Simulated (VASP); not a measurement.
# SnSe in VASP: a series of runs, part 2 of 2

VASP 6.6.1.

### 3 Single point, PBEsol+D3(BJ)

This run uses another cell than the first one, of 21.83 Å³/atom.

INCAR

```
SYSTEM = SnSe
PREC = Accurate ; ENCUT = 520
EDIFF = 1E-6 ; ISMEAR = 0
SIGMA = 0.03 ; LREAL = .FALSE.
LASPH = .TRUE. ; NELM = 100
ALGO = Normal ; ISIF = 2
LWAVE = .FALSE. ; LCHARG = .TRUE.
GGA = PS ; IVDW = 12
LELF = .TRUE. ; LVHAR = .TRUE.
NBANDS = 28
```

KPOINTS

```
Automatic mesh
0
G
  8 8 6
  0 0 0
```

POSCAR

```
SnSe
1.0
    3.9456558390      0.0000000000      0.0000000000
    0.0000000000      3.9456558390      0.0000000000
    0.0000000000      0.0000000000      5.6098000000
Sn Se
2 2
Direct
    0.5000000000      0.0000000000      0.2500241371
    0.0000000000      0.5000000000      0.7499758629
    0.5000000000      0.0000000000      0.7499817524
    0.0000000000      0.5000000000      0.2500182476
```

Potentials or basis: VASP PAW PBE potentials, release 64 (Sn_d, Se).

Command:

```
$ cat potpaw_PBE.64/Sn_d/POTCAR potpaw_PBE.64/Se/POTCAR > POTCAR
$ mpirun -np 1 vasp_std > vasp.out
```

OUTCAR:

```text
SYSTEM = SnSe
   PREC = Accurate
   ENCUT = 520
   EDIFF = 1E-6
   ISMEAR = 0
   LREAL = .FALSE.
   LASPH = .TRUE.
   NELM = 100
   ISIF = 2
   GGA = PS
   IVDW = 12
 IVDW          = 12

 ion  position               nearest neighbor table
   1  0.500  0.000  0.250-   4 2.79   4 2.79   4 2.79   4 2.79   3 2.80   3 2.81
   2  0.000  0.500  0.750-   3 2.79   3 2.79   3 2.79   3 2.79   4 2.80   4 2.81
   3  0.500  0.000  0.750-   2 2.79   2 2.79   2 2.79   2 2.79   1 2.80   1 2.81
   4  0.000  0.500  0.250-   1 2.79   1 2.79   1 2.79   1 2.79   2 2.80   2 2.81

  LATTYP: Found a simple tetragonal cell.
 ALAT       =     3.9456558390
 C/A-ratio  =     1.4217661724

  Lattice vectors:

 A1 = (   3.9456558390,   0.0000000000,   0.0000000000)
 A2 = (   0.0000000000,   3.9456558390,   0.0000000000)
 A3 = (   0.0000000000,   0.0000000000,   5.6098000000)

Analysis of symmetry for initial positions (statically):
=====================================================================
 Subroutine PRICEL returns:
 Original cell was already a primitive cell.

 Routine SETGRP: Setting up the symmetry group for a
 simple tetragonal supercell.

 Subroutine GETGRP returns: Found 16 space group operations
 (whereof  8 operations were pure point group operations)
 out of a pool of 16 trial point group operations.

The static configuration has the point symmetry D_2d.
 The point group associated with its full space group is D_4h.

Analysis of symmetry for dynamics (positions and initial velocities):
=====================================================================
 Subroutine PRICEL returns:
 Original cell was already a primitive cell.

 Routine SETGRP: Setting up the symmetry group for a
 simple tetragonal supercell.

 Subroutine GETGRP returns: Found 16 space group operations
 (whereof  8 operations were pure point group operations)
 out of a pool of 16 trial point group operations.

The dynamic configuration has the point symmetry D_2d.
 The point group associated with its full space group is D_4h.

 Subroutine INISYM returns: Found 16 space group operations
 (whereof  8 operations are pure point group operations),
 and found     1 'primitive' translations

----------------------------------------------------------------------------------------

                                     Primitive cell

  volume of cell :      87.3345

  direct lattice vectors                    reciprocal lattice vectors
     3.945655839  0.000000000  0.000000000     0.253443291  0.000000000  0.000000000
     0.000000000  3.945655839  0.000000000     0.000000000  0.253443291  0.000000000
     0.000000000  0.000000000  5.609800000     0.000000000  0.000000000  0.178259474

  length of vectors
     3.945655839  3.945655839  5.609800000     0.253443291  0.253443291  0.178259474

  position of ions in fractional coordinates (direct lattice)
     0.500000000  0.000000000  0.250024137
     0.000000000  0.500000000  0.749975863
     0.500000000  0.000000000  0.749981752
     0.000000000  0.500000000  0.250018248

  ion indices of the primitive-cell ions
   primitive index   ion index
                 1           1
                 2           2
                 3           3
                 4           4

----------------------------------------------------------------------------------------

 KPOINTS: Automatic mesh

[... 26 lines left out ...]
  0.250000  0.000000  0.000000      4.000000
  0.375000  0.000000  0.000000      4.000000
  0.500000  0.000000  0.000000      2.000000
  0.125000  0.125000  0.000000      4.000000
[... 16 lines left out ...]
  0.375000  0.125000  0.166667     16.000000
  0.500000  0.125000  0.166667      8.000000
 [... further k-points ...]
   k-points           NKPTS =     60   k-points in BZ     NKDIM =     60   number of bands    NBANDS=     28
   number of dos      NEDOS =    301   number of ions     NIONS =      4
   total plane-waves  NPLWV =  37800
   dimension x,y,z NGX =    30 NGY =   30 NGZ =   42
   dimension x,y,z NGXF=    60 NGYF=   60 NGZF=   84
   ions per type =               2   2
   NGX,Y,Z   is equivalent  to a cutoff of  12.64, 12.64, 12.45 a.u.
   NGXF,Y,Z  is equivalent  to a cutoff of  25.28, 25.28, 24.89 a.u.
 SYSTEM =  SnSe
   PREC   = accura    normal or accurate (medium, high low for compatibility)
   ISTART =      0    job   : 0-new  1-cont  2-samecut
   ICHARG =      2    charge: 1-file 2-atom 10-const
   ISPIN  =      1    spin polarized calculation?
   LNONCOLLINEAR =      F non collinear calculations
   LSORBIT =      F    spin-orbit coupling
   LASPH  =      T    aspherical Exc in radial PAW
   ENCUT  =  520.0 eV  38.22 Ry    6.18 a.u.   7.34  7.34 10.43*2*pi/ulx,y,z
   NELM   =    100;   NELMIN=  2; NELMDL= -5     # of ELM steps
   EDIFF  = 0.1E-05   stopping-criterion for ELM
   LREAL  =      F    real-space projection
   EDIFFG = 0.1E-04   stopping-criterion for IOM
   NSW    =      0    number of steps for IOM
   IBRION =     -1    ionic relax: 0-MD 1-quasi-New 2-CG
   NFREE  =      0    steps in history (QN), initial steepest desc. (CG)
   ISIF   =      2    stress and relaxation
   ISYM   =      2    0-nonsym 1-usesym 2-fastsym
   POTIM  = 0.5000    time-step for ionic-motion
   TEBEG  =    0.0;   TEEND  =   0.0 temperature during run
   PSTRESS=    0.0 pullay stress
   NELECT =      40.0000    total number of electrons
   NUPDOWN=      -1.0000    fix difference up-down
   EMIN   =  10.00;   EMAX   =-10.00  energy-range for DOS
   EFERMI =   0.00;   METHOD = LEGACY
   ISMEAR =     0;   SIGMA  =   0.03  broadening in eV -4-tet -1-fermi 0-gaus
   EFERMI_NEDOS =   21; number of points for ismear=-14 and -15
   IALGO  =     38    algorithm
   IMIX   =      4    mixing-type and parameters
     AMIX     =   0.40;   BMIX     =  1.00
     AMIX_MAG =   1.60;   BMIX_MAG =  1.00
  volume/ion in A,a.u.               =      21.83       147.34
  Fermi-wavevector in a.u.,A,eV,Ry     =   1.261923  2.384689 21.666597  1.592450
  Thomas-Fermi vector in A             =   2.395358
   LORBIT       =      0    0 simple, 1 ext, 2 COOP (PROOUT), +10 PAW based schemes
   GGA     = PS    functional components
   LHFCALC =     F    Hartree Fock is set to
   AEXX    =    0.0000 exact exchange contribution
   IVDW    =    12    specifies the selected vdW correction
   LEPSILON=     F    determine dielectric tensor
   LRPA    =     F    only Hartree local field effects (RPA)
 non-spin polarized calculation
 Gauss-broadening in eV      SIGMA  =   0.03
  energy-cutoff  :      520.00
  volume of cell :       87.33
 maximum number of plane-waves:      2389
 NGX is ok and might be reduce to    30
   NGX = 15   NGY = 15   NGZ = 21

 number of electron      40.0000006 magnetization

 Free energy of the ion-electron system (eV)
  ---------------------------------------------------
  ext. energy  EPLUGINS =         0.00000000
  ---------------------------------------------------
  free energy    TOTEN  =       -17.21345125 eV

  energy without entropy =      -17.21308611  energy(sigma->0) =      -17.21326868

 E-fermi :   8.5566     XC(G=0): -10.8155

 val. band max:        8.3979063428   @ k =   0.3750   0.0000   0.1667
 cond. band min:       8.5568689665   @ k =   0.5000   0.1250   0.5000
 fundamental gap:      0.1589626237
 Fermi energy:         8.5566084172

 k-point     1 :       0.0000    0.0000    0.0000
  band No.  band energies     occupation
      1     -13.4808      2.00000
      2     -13.3900      2.00000
      3     -13.3860      2.00000
      4     -13.3842      2.00000
      5     -13.3726      2.00000
      6     -13.3726      2.00000
[... 733 lines left out ...]
     27      14.4729      0.00000
     28      14.4729      0.00000

 [... further k-points ...]

------------------------ aborting loop because EDIFF is reached ----------------------------------------

 Edisp (eV)   -1.65294

 E8    (eV) :    -1.1105

  FORCE on cell =-STRESS in cart. coord.  units (eV):
  Direction    XX          YY          ZZ          XY          YZ          ZX
  --------------------------------------------------------------------------------------
  -------------------------------------------------------------------------------------
  Total       6.94275     6.94275     6.36958     0.00000     0.00000     0.00000
  in kB     127.36677   127.36677   116.85185     0.00000     0.00000     0.00000
  external pressure =      123.86 kB  Pullay stress =        0.00 kB

 VOLUME and BASIS-vectors are now :
 -----------------------------------------------------------------------------
  energy-cutoff  :      520.00
  volume of cell :       87.33
      direct lattice vectors                 reciprocal lattice vectors
     3.945655839  0.000000000  0.000000000     0.253443291  0.000000000  0.000000000
     0.000000000  3.945655839  0.000000000     0.000000000  0.253443291  0.000000000
     0.000000000  0.000000000  5.609800000     0.000000000  0.000000000  0.178259474

 POSITION                                       TOTAL-FORCE (eV/Angst)
 -----------------------------------------------------------------------------------
      1.97283      0.00000      1.40259         0.000000      0.000000     -0.001136
      0.00000      1.97283      4.20721         0.000000      0.000000      0.001136
      1.97283      0.00000      4.20725         0.000000     -0.000000      0.001037
      0.00000      1.97283      1.40255         0.000000      0.000000     -0.001037
 -----------------------------------------------------------------------------------
    total drift:                                0.000000      0.000000      0.000000

  FREE ENERGIE OF THE ION-ELECTRON SYSTEM (eV)
  ---------------------------------------------------
  free  energy   TOTEN  =       -18.8663903858 eV

  energy  without entropy=      -18.8660252411  energy(sigma->0) =      -18.86620781
```

stdout:

```text
POSCAR found type information on POSCAR SnSe
 POSCAR found :  2 types and       4 ions
 scaLAPACK will be used
 -----------------------------------------------------------------------------
|                                                                             |
|                                                                             |
|     You enforced a specific xc type in the INCAR file but a different       |
|     I HOPE YOU KNOW WHAT YOU ARE DOING!                                     |
|                                                                             |
 -----------------------------------------------------------------------------

 LDA part: xc-table for (Slater+PW92), standard interpolation
 POSCAR, INCAR and KPOINTS ok, starting setup
 FFT: planning ... GRIDC
 FFT: planning ... GRID_SOFT
 FFT: planning ... GRID
 WAVECAR not read
 entering main loop
```

Run time: 2.8 min. Hardware: 1 thread of Intel Xeon 8259CL, shared host; peak memory 0.27 GiB.

Results:

| Item | Value |
| --- | --- |
| Free energy | -18.8664 eV |
| Pressure | 12.4 GPa |
| Band gap on the k mesh | zero (bands 20 and 21 overlap by 0.11 eV) |
| Dispersion energy per atom | -0.413 eV |

Levels at points of the mesh, in eV from the Fermi level:
```csv
k point,band 17,band 18,band 19,band 20,band 21,band 22,band 23,band 24
"(0.00, 0.00, 0.00)",-4.60,-3.26,-3.26,-3.20,1.74,4.67,4.83,4.83
"(0.50, 0.00, 0.00)",-3.11,-3.11,-0.92,-0.92,1.36,1.36,1.40,1.40
"(0.50, 0.50, 0.00)",-5.22,-5.22,-5.15,-5.15,1.72,1.72,6.21,6.21
"(0.00, 0.00, 0.50)",-4.32,-4.32,-2.36,-2.36,2.38,2.39,2.77,2.77
"(0.50, 0.00, 0.50)",-2.91,-2.91,-0.64,-0.64,0.61,0.61,0.65,0.65
"(0.50, 0.50, 0.50)",-6.61,-6.61,-1.08,-1.08,1.23,1.23,4.54,4.54
```

Caveat: the cell stands under pressure; semilocal functionals underestimate gaps, and a narrow one can read as zero; the PAW data sets were made with another functional, which shifts forces and pressure a little; spin-orbit coupling is left out, which moves the levels of the heavy elements.

### 4 Single point, PBEsol+D3(BJ)

This run uses another cell than the first one, of 22.86 Å³/atom.

INCAR

```
SYSTEM = SnSe
ALGO = Normal ; EDIFF = 1E-7
ENCUT = 520 ; GGA = PS
ISIF = 2 ; ISMEAR = 0
IVDW = 12 ; LASPH = .TRUE.
LCHARG = .FALSE. ; LREAL = .FALSE.
LWAVE = .FALSE. ; NBANDS = 28
NELM = 60 ; PREC = Accurate
SIGMA = 0.03
```

KPOINTS

```
k-points
0
G
  8 8 6
  0 0 0
```

Changes to POSCAR since step 3:

```diff
@@ -4,3 +4,3 @@
     0.0000000000      3.9456558390      0.0000000000
-    0.0000000000      0.0000000000      5.6098000000
+    0.0000000000      0.0000000000      5.8740970970
 Sn Se
```

Command:

```
$ cat potpaw_PBE.64/Sn_d/POTCAR potpaw_PBE.64/Se/POTCAR > POTCAR
$ mpirun -np 1 vasp_std > vasp.out
```

Run time: 3.7 min. Hardware: 1 thread of Intel Xeon 8259CL, shared host; peak memory 0.29 GiB.

Results (log left out):

```yaml
Free_energy: -19.0189 eV
Pressure: 8.2 GPa
Band_gap_on_the_k_mesh: zero (bands 20 and 21 overlap by 0.19 eV)
Dispersion_energy_per_atom: -0.394 eV
```

Stress tensor (GPa, compression positive):
```
11.69  0.00  0.00
 0.00 11.69  0.00
 0.00  0.00  1.17
```

Levels at points of the mesh, in eV from the Fermi level:
```
           k point  band 17  band 18  band 19  band 20  band 21  band 22  band 23  band 24
(0.00, 0.00, 0.00)    -4.69    -3.18    -3.18    -2.65     2.14     3.79     5.04     5.19
(0.50, 0.00, 0.00)    -2.75    -2.75    -0.49    -0.49     1.31     1.31     1.49     1.49
(0.50, 0.50, 0.00)    -5.20    -5.20    -4.55    -4.55     1.96     1.96     5.29     5.29
(0.00, 0.00, 0.50)    -4.03    -4.03    -2.61    -2.61     2.25     2.25     3.07     3.07
(0.50, 0.00, 0.50)    -2.61    -2.61    -0.54    -0.54     0.68     0.68     0.96     0.96
(0.50, 0.50, 0.50)    -6.33    -6.33    -1.35    -1.35     1.10     1.10     4.54     4.54
```

Caveat: the stress differs along the axes, from 1 to 12 GPa; semilocal functionals underestimate gaps, and a narrow one can read as zero; the PAW data sets were made with another functional, which shifts forces and pressure a little; spin-orbit coupling is left out, which moves the levels of the heavy elements.

### 5 Summary

```tsv
cell	gap on the mesh (eV)	pressure (GPa)
a = 3.946, b = 3.946, c = 5.451 Å, 4 atoms	none	16.0
a = 3.946, b = 3.946, c = 5.610 Å, 4 atoms	none	12.4
a = 3.946, b = 3.946, c = 5.874 Å, 4 atoms	none	8.2
```

Alike in all rows: task single point; level PBEsol+D3(BJ); potentials or basis VASP PAW PBE potentials, release 64 (Sn_d, Se); no spin polarisation; k mesh 8 × 8 × 6; cutoff (eV) 520; smearing gaussian 0.03 eV.

Caveats: semilocal functionals underestimate gaps, and a narrow one can read as zero; the PAW data sets were made with another functional, which shifts forces and pressure a little; spin-orbit coupling is left out, which moves the levels of the heavy elements; the stress differs along the axes, from 13 to 21 GPa (at least some runs); the cell stands under pressure (at least some runs); the stress differs along the axes, from 1 to 12 GPa (at least some runs).

Absolute energies hang on the potentials; compare differences alone.

The gap in the log of VASP goes by the Fermi energy; the results here count the filled bands.